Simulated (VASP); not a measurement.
Zr3S2, 5 atoms in the cell. Symmetry: R32, No. 155, trigonal system. Conventional cell: a = 5.790 Å, b = 5.790 Å, c = 9.919 Å, α = 90.00°, β = 90.00°, γ = 120.00°. Within 3.4 Å of Zr (site symmetry 2) lie 4 S at 2.54 to 2.55 Å and 8 Zr at 3.31 to 3.39 Å. S (site symmetry 3) has 6 Zr at 2.54 to 2.55 Å and 4 S at 3.28 to 3.34 Å within 3.4 Å.  This cell differs from its parent crystal: strain +0.000 along x and y, -0.050 along z.

| Quantity | Value |
| --- | --- |
| Program | VASP 6.6.1 |
| Task | single point |
| Functional | PBE |
| Potentials or basis | VASP PAW PBE potentials, release 64 (Zr_sv, S) |
| Cutoff | 520 eV |
| k mesh | 12 × 12 × 12 |
| Occupations | gaussian, width 0.15 eV |
| Spin | no spin polarisation |
| Dipole correction | no |
| Further INCAR settings | ALGO = Normal; EDIFF = 1e-06; NBANDS = 32 |

Potentials or basis: VASP PAW PBE potentials, release 64 (Zr_sv, S).

Command:

```sh
$ cat potpaw_PBE.64/Zr_sv/POTCAR potpaw_PBE.64/S/POTCAR > POTCAR
$ mpirun -np 1 vasp_std > vasp.out
```

Hardware: 1 thread of AMD EPYC 7R43 64-Core Processor (Zen 3), on a shared host.

Task: How long does it take, and how much memory?

Result: It took 13 min on 1 thread of AMD EPYC 7R43 64-Core Processor (Zen 3), on a shared host, peak memory 0.49 GiB. Counts: scf iterations 14, k points 189.
